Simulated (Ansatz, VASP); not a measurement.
Two plane-wave programs on CdSe4

```
CELL_PARAMETERS angstrom
-3.85307 3.85307 2.09661
3.85307 -3.85307 2.09661
3.85307 3.85307 -2.09661
ATOMIC_POSITIONS crystal
Cd 0.00000 0.00000 0.00000
Se 0.31551 0.83641 0.15192
Se 0.16359 0.31551 0.47911
Se 0.83641 0.68449 0.52089
Se 0.68449 0.16359 0.84808
```

Change from the starting cell: species swapped into the MnAu4 type (I4/m, No. 87).

Alike in both runs: task relaxation of cell and atoms; functional PBE; k mesh 6 × 6 × 6; occupations gaussian, width 0.1 eV; no spin polarisation.

|  | VASP | Ansatz |
| --- | --- | --- |
| version | VASP 6.6.1 | Ansatz 0.2.0 |
| potentials or method | VASP PAW PBE potentials, release 64 (Cd, Se), cutoff 600 eV | scalar-relativistic, plane waves, PAW |
| valence electrons in the cell | 36 | 84 |

Ansatz gave:

| Quantity | Value |
| --- | --- |
| gap on the k mesh at the Fermi level, each at its own relaxed structure (eV) | none |
| relaxed volume (Å³/atom) | 30.09 |
| relaxed length of the cell vector where the two differ most in proportion (Å) | 6.267 |

Q: Which values does VASP return?

A: gap on the k mesh at the Fermi level, each at its own relaxed structure (eV): none; relaxed volume (Å³/atom): 30.12; relaxed length of the cell vector where the two differ most in proportion (Å): 6.270.

A gap of «none» marks a metal or a gap that the smearing closes. VASP's potentials hold 36 valence electrons a cell and Ansatz's 84, so a difference there can come from the potentials and not from the codes.

Noted on VASP's run: the volume moved by over 15 % at a fixed basis, so the end points are rough.
